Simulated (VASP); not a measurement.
# SrLa (Pm-3m) in VASP: a series of runs

The runs below take SrLa through relaxation of cell and atoms, single point, with LDA.

Everything below comes from runs of VASP 6.6.1. Logs are shortened: lines on timing, memory, paths and dates and some standing lists are left out, and cuts for length are marked.

### 1 The cell of the first run

The structure is cubic, space group Pm-3m (No. 221). Conventional cell: a = 4.580 Å, b = 4.580 Å, c = 4.580 Å, α = 90.00°, β = 90.00°, γ = 90.00°. La (site symmetry m-3m) has 8 Sr at 3.97 Å and 6 La at 4.58 Å within 5.2 Å. Within 5.2 Å of Sr (site symmetry m-3m) lie 8 La at 3.97 Å and 6 Sr at 4.58 Å.

### 2 Relaxation of cell and atoms, LDA

The input, INCAR:

```
SYSTEM = SrLa
  PREC = Accurate
  ENCUT = 600
  EDIFF = 1E-6
  ISMEAR = 0
  SIGMA = 0.1
  LREAL = .FALSE.
  LASPH = .TRUE.
  NELM = 80
  ALGO = Normal
  ISIF = 3
  LWAVE = .FALSE.
  LCHARG = .FALSE.
  IBRION = 2
  NSW = 60
  EDIFFG = -0.02
```

The input, KPOINTS:

```
regular mesh
0
G
  5 5 5
  0 0 0
```

The input, POSCAR:

```
SrLa
1.0
    4.5800000000      0.0000000000      0.0000000000
    0.0000000000      4.5800000000      0.0000000000
    0.0000000000      0.0000000000      4.5800000000
La Sr
1 1
Direct
    0.0000000000      0.0000000000      0.0000000000
    0.5000000000      0.5000000000      0.5000000000
```

Potentials or basis: VASP PAW LDA potentials, release 64 (La, Sr_sv).

On the command line:

```console
> cat potpaw_LDA.64/La/POTCAR potpaw_LDA.64/Sr_sv/POTCAR > POTCAR
> mpirun -np 1 vasp_std > vasp.out
```

OUTCAR:

```text
SYSTEM = SrLa
   PREC = Accurate
   ENCUT = 600
   EDIFF = 1E-6
   ISMEAR = 0
   LREAL = .FALSE.
   LASPH = .TRUE.
   NELM = 80
   ISIF = 3
   IBRION = 2
   NSW = 60
   EDIFFG = -0.02

 ion  position               nearest neighbor table
   1  0.000  0.000  0.000-   2 3.97   2 3.97   2 3.97   2 3.97   2 3.97   2 3.97   2 3.97   2 3.97

   2  0.500  0.500  0.500-   1 3.97   1 3.97   1 3.97   1 3.97   1 3.97   1 3.97   1 3.97   1 3.97

  LATTYP: Found a simple cubic cell.
 ALAT       =     4.5800000000

  Lattice vectors:

 A1 = (   4.5800000000,   0.0000000000,   0.0000000000)
 A2 = (   0.0000000000,   4.5800000000,   0.0000000000)
 A3 = (   0.0000000000,   0.0000000000,   4.5800000000)

Analysis of symmetry for initial positions (statically):
=====================================================================
 Subroutine PRICEL returns:
 Original cell was already a primitive cell.

 Routine SETGRP: Setting up the symmetry group for a
 simple cubic supercell.

 Subroutine GETGRP returns: Found 48 space group operations
 (whereof 48 operations were pure point group operations)
 out of a pool of 48 trial point group operations.

The static configuration has the point symmetry O_h .

Analysis of symmetry for dynamics (positions and initial velocities):
=====================================================================
 Subroutine PRICEL returns:
 Original cell was already a primitive cell.

 Routine SETGRP: Setting up the symmetry group for a
 simple cubic supercell.

 Subroutine GETGRP returns: Found 48 space group operations
 (whereof 48 operations were pure point group operations)
 out of a pool of 48 trial point group operations.

The dynamic configuration has the point symmetry O_h .

 Subroutine INISYM returns: Found 48 space group operations
 (whereof 48 operations are pure point group operations),
 and found     1 'primitive' translations

----------------------------------------------------------------------------------------

                                     Primitive cell

  volume of cell :      96.0719

  direct lattice vectors                    reciprocal lattice vectors
     4.580000000  0.000000000  0.000000000     0.218340611  0.000000000  0.000000000
     0.000000000  4.580000000  0.000000000     0.000000000  0.218340611  0.000000000
     0.000000000  0.000000000  4.580000000     0.000000000  0.000000000  0.218340611

  length of vectors
     4.580000000  4.580000000  4.580000000     0.218340611  0.218340611  0.218340611

  position of ions in fractional coordinates (direct lattice)
     0.000000000  0.000000000  0.000000000
     0.500000000  0.500000000  0.500000000

  ion indices of the primitive-cell ions
   primitive index   ion index
                 1           1
                 2           2

----------------------------------------------------------------------------------------

 KPOINTS: regular mesh

Automatic generation of k-mesh.
 Grid dimensions read from file:
 generate k-points for:    5    5    5

 Generating k-lattice:

  Cartesian coordinates                     Fractional coordinates (reciprocal lattice)
     0.043668122  0.000000000  0.000000000     0.200000000  0.000000000  0.000000000
     0.000000000  0.043668122  0.000000000     0.000000000  0.200000000  0.000000000
     0.000000000  0.000000000  0.043668122     0.000000000  0.000000000  0.200000000

  Length of vectors
     0.043668122  0.043668122  0.043668122

  Shift w.r.t. Gamma in fractional coordinates (k-lattice)
     0.000000000  0.000000000  0.000000000

 Subroutine IBZKPT returns following result:
 ===========================================

 Found     10 irreducible k-points:

 Following reciprocal coordinates:
            Coordinates               Weight
  0.000000  0.000000  0.000000      1.000000
  0.200000  0.000000  0.000000      6.000000
  0.400000  0.000000  0.000000      6.000000
  0.200000  0.200000  0.000000     12.000000
  0.400000  0.200000  0.000000     24.000000
  0.400000  0.400000  0.000000     12.000000
  0.200000  0.200000  0.200000      8.000000
  0.400000  0.200000  0.200000     24.000000
  0.400000  0.400000  0.200000     24.000000
  0.400000  0.400000  0.400000      8.000000
   k-points           NKPTS =     10   k-points in BZ     NKDIM =     10   number of bands    NBANDS=     14
   number of dos      NEDOS =    301   number of ions     NIONS =      2
   total plane-waves  NPLWV =  64000
   dimension x,y,z NGX =    40 NGY =   40 NGZ =   40
   dimension x,y,z NGXF=    80 NGYF=   80 NGZF=   80
   ions per type =               1   1
   NGX,Y,Z   is equivalent  to a cutoff of  14.52, 14.52, 14.52 a.u.
   NGXF,Y,Z  is equivalent  to a cutoff of  29.04, 29.04, 29.04 a.u.
 SYSTEM =  SrLa
   PREC   = accura    normal or accurate (medium, high low for compatibility)
   ISTART =      0    job   : 0-new  1-cont  2-samecut
   ICHARG =      2    charge: 1-file 2-atom 10-const
   ISPIN  =      1    spin polarized calculation?
   LNONCOLLINEAR =      F non collinear calculations
   LSORBIT =      F    spin-orbit coupling
   LASPH  =      T    aspherical Exc in radial PAW
   ENCUT  =  600.0 eV  44.10 Ry    6.64 a.u.   9.15  9.15  9.15*2*pi/ulx,y,z
   NELM   =     80;   NELMIN=  2; NELMDL= -5     # of ELM steps
   EDIFF  = 0.1E-05   stopping-criterion for ELM
   LREAL  =      F    real-space projection
   EDIFFG = -.2E-01   stopping-criterion for IOM
   NSW    =     60    number of steps for IOM
   IBRION =      2    ionic relax: 0-MD 1-quasi-New 2-CG
   NFREE  =      1    steps in history (QN), initial steepest desc. (CG)
   ISIF   =      3    stress and relaxation
   ISYM   =      2    0-nonsym 1-usesym 2-fastsym
   POTIM  = 0.5000    time-step for ionic-motion
   TEBEG  =    0.0;   TEEND  =   0.0 temperature during run
   PSTRESS=    0.0 pullay stress
   NELECT =      21.0000    total number of electrons
   NUPDOWN=      -1.0000    fix difference up-down
   EMIN   =  10.00;   EMAX   =-10.00  energy-range for DOS
   EFERMI =   0.00;   METHOD = LEGACY
   ISMEAR =     0;   SIGMA  =   0.10  broadening in eV -4-tet -1-fermi 0-gaus
   EFERMI_NEDOS =   21; number of points for ismear=-14 and -15
   IALGO  =     38    algorithm
   IMIX   =      4    mixing-type and parameters
     AMIX     =   0.40;   BMIX     =  1.00
     AMIX_MAG =   1.60;   BMIX_MAG =  1.00
  volume/ion in A,a.u.               =      48.04       324.16
  Fermi-wavevector in a.u.,A,eV,Ry     =   0.986164  1.863580 13.231929  0.972519
  Thomas-Fermi vector in A             =   2.117525
   LORBIT       =      0    0 simple, 1 ext, 2 COOP (PROOUT), +10 PAW based schemes
   GGA     = CA    functional components
   LHFCALC =     F    Hartree Fock is set to
   AEXX    =    0.0000 exact exchange contribution
   IVDW    =     0    specifies the selected vdW correction
   LEPSILON=     F    determine dielectric tensor
   LRPA    =     F    only Hartree local field effects (RPA)
 conjugate gradient relaxation of ions
 non-spin polarized calculation
 Gauss-broadening in eV      SIGMA  =   0.10
  energy-cutoff  :      600.00
  volume of cell :       96.07
 maximum number of plane-waves:      3225
 NGX is ok and might be reduce to    40
   NGX = 19   NGY = 19   NGZ = 19

--------------------------------------- Ionic step        1  -------------------------------------------

 number of electron      20.9999999 magnetization

 Free energy of the ion-electron system (eV)
  ---------------------------------------------------
  ext. energy  EPLUGINS =         0.00000000
  ---------------------------------------------------
  free energy    TOTEN  =        -6.79972490 eV

  energy without entropy =       -6.77607258  energy(sigma->0) =       -6.78789874

 E-fermi :   3.6196     XC(G=0):  -8.3919

 val. band max:        3.5968262168   @ k =   0.4000   0.2000   0.2000
 cond. band min:       3.6817862038   @ k =   0.4000   0.2000   0.0000
 fundamental gap:      0.0849599870
 Fermi energy:         3.6196381090

 k-point     1 :       0.0000    0.0000    0.0000
  band No.  band energies     occupation
      1     -32.1360      2.00000
      2     -29.8638      2.00000
      3     -14.2571      2.00000
      4     -14.2571      2.00000
      5     -14.2571      2.00000
      6     -13.4352      2.00000
      7     -13.4352      2.00000
      8     -13.4352      2.00000
      9       0.1531      2.00000
     10       2.7502      2.00000
     11       2.7502      2.00000
     12       4.4430      0.00000
     13       4.4444      0.00000
     14       4.4472      0.00000

 k-point     2 :       0.2000    0.0000    0.0000
  band No.  band energies     occupation
      1     -32.1351      2.00000
      2     -29.8624      2.00000
      3     -14.2672      2.00000
      4     -14.2456      2.00000
      5     -14.2456      2.00000
      6     -13.4871      2.00000
      7     -13.4438      2.00000
      8     -13.4438      2.00000
      9       0.5676      2.00000
     10       2.9581      2.00000
[... 196 lines left out ...]
 POSITION                                       TOTAL-FORCE (eV/Angst)
 -----------------------------------------------------------------------------------
      0.00000      0.00000      0.00000         0.000000      0.000000      0.000000
      2.18335      2.18335      2.18335        -0.000000     -0.000000      0.000000
 -----------------------------------------------------------------------------------
    total drift:                                0.000000      0.000000     -0.000000

  FREE ENERGIE OF THE ION-ELECTRON SYSTEM (eV)
  ---------------------------------------------------
  free  energy   TOTEN  =        -6.9776406703 eV

  energy  without entropy=       -6.9605622518  energy(sigma->0) =       -6.96910146

--------------------------------------- Ionic step        3  -------------------------------------------

 number of electron      20.9999999 magnetization

 Free energy of the ion-electron system (eV)
  ---------------------------------------------------
  ext. energy  EPLUGINS =         0.00000000
  ---------------------------------------------------
  free energy    TOTEN  =        -6.98916321 eV

  energy without entropy =       -6.97389925  energy(sigma->0) =       -6.98153123

 E-fermi :   4.7296     XC(G=0):  -9.0666

 val. band max:        4.6772650207   @ k =   0.4000   0.2000   0.2000
 cond. band min:       4.8165894477   @ k =   0.4000   0.2000   0.0000
 fundamental gap:      0.1393244270
 Fermi energy:         4.7296481475

 k-point     1 :       0.0000    0.0000    0.0000
  band No.  band energies     occupation
      1     -30.6350      2.00000
      2     -28.3717      2.00000
      3     -12.8388      2.00000
      4     -12.8388      2.00000
      5     -12.8388      2.00000
      6     -11.8912      2.00000
      7     -11.8912      2.00000
      8     -11.8912      2.00000
      9       1.1437      2.00000
     10       3.5175      2.00000
     11       3.5175      2.00000
     12       5.9198      0.00000
     13       5.9198      0.00000
     14       5.9198      0.00000

 k-point     2 :       0.2000    0.0000    0.0000
  band No.  band energies     occupation
      1     -30.6324      2.00000
      2     -28.3690      2.00000
      3     -12.8533      2.00000
      4     -12.8089      2.00000
      5     -12.8089      2.00000
      6     -12.0017      2.00000
      7     -11.9171      2.00000
      8     -11.9171      2.00000
      9       1.6539      2.00000
     10       3.7663      2.00000
[... 160 lines left out ...]
 POSITION                                       TOTAL-FORCE (eV/Angst)
 -----------------------------------------------------------------------------------
      0.00000      0.00000      0.00000         0.000000      0.000000      0.000000
      2.15310      2.15310      2.15310        -0.000000     -0.000000      0.000000
 -----------------------------------------------------------------------------------
    total drift:                                0.000000      0.000000     -0.000000

  FREE ENERGIE OF THE ION-ELECTRON SYSTEM (eV)
  ---------------------------------------------------
  free  energy   TOTEN  =        -6.9891632063 eV

  energy  without entropy=       -6.9738992454  energy(sigma->0) =       -6.98153123

 reached required accuracy - stopping structural energy minimisation
```

Wall time 57 s (1 thread of AMD EPYC 7R43 (Zen 3), shared host); peak memory 0.18 GiB.

What came out:

* Free energy: -6.9892 eV
* Relaxed volume: 39.93 Å³/atom
* Relaxed cell: a = 4.306 Å, b = 4.306 Å, c = 4.306 Å, α = 90.00°, β = 90.00°, γ = 90.00°
* Space group after relaxing (to 0.05 Å): Pm-3m (No. 221)
* Energy gained by relaxing: 94.7 meV/atom
* Ionic steps: 3
* Pressure after relaxing: -0.1 GPa

Step by step:
```csv
step,energy change (eV),largest force (eV/Å),pressure (GPa),volume (Å³)
1,0.0000,0.0000,-3.22,96.07
2,-0.1779,0.0000,-0.99,83.26
3,-0.1894,0.0000,-0.06,79.85
```

Final structure:
```
La Sr
1.0
     4.30620    0.00000    0.00000
     0.00000    4.30620    0.00000
     0.00000    0.00000    4.30620
La Sr
1 1
Direct
  0.00000 0.00000 0.00000
  0.50000 0.50000 0.50000
```

Levels at points of the mesh, in eV from the Fermi level:
```tsv
k point	band 7	band 8	band 9	band 10	band 11	band 12	band 13	band 14
(0.00, 0.00, 0.00)	-16.62	-16.62	-3.59	-1.21	-1.21	1.19	1.19	1.19
```

Caveat: the volume moved by over 15 % at a fixed basis, so the end points are rough; spin-orbit coupling is left out, which moves the levels of the heavy elements.

(Part 1 of 2 ends here.)
